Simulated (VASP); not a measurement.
Here is a VASP 6.6.1 calculation.

File INCAR:

```
SYSTEM = C
ALGO = Normal
EDIFF = 1E-6
ENCUT = 520
GGA = PS
ISIF = 2
ISMEAR = 0
IVDW = 12
LASPH = .True.
LCHARG = .False.
LREAL = .False.
LWAVE = .False.
NBANDS = 11
NELM = 100
PREC = Accurate
SIGMA = 0.05
```

The input KPOINTS:

```
k-points
0
Gamma
  15 15 15
  0 0 0
```

File POSCAR:

```
C
1.0
    1.2597722633      0.7273298553      3.3650427020
   -1.2597722633      0.7273298553      3.3650427020
    0.0000000000     -1.4546597106      3.3650427021
C
2
Direct
    0.1503108337      0.1828563987      0.1665836162
    0.8496891663      0.8171436013      0.8334163838
```

Potentials or basis: VASP PAW PBE potentials, release 64 (C).

The run is started by

```sh
$ cat potpaw_PBE.64/C/POTCAR > POTCAR
$ mpirun -np 1 vasp_std > vasp.out
```

(1) Predict the pressure.

(2) What does it give for the largest force?

(3) Predict the dispersion energy per atom.

Results:

(1) -16.2 GPa.

(2) 3.767 eV/Å.

(3) -0.108 eV.

Caveat: the cell differs from its parent crystal (atoms displaced along a vibrational mode, the cell strained); the stress differs along the axes, from -25 to -1 GPa; the PAW data sets were made with another functional, which shifts forces and pressure a little.
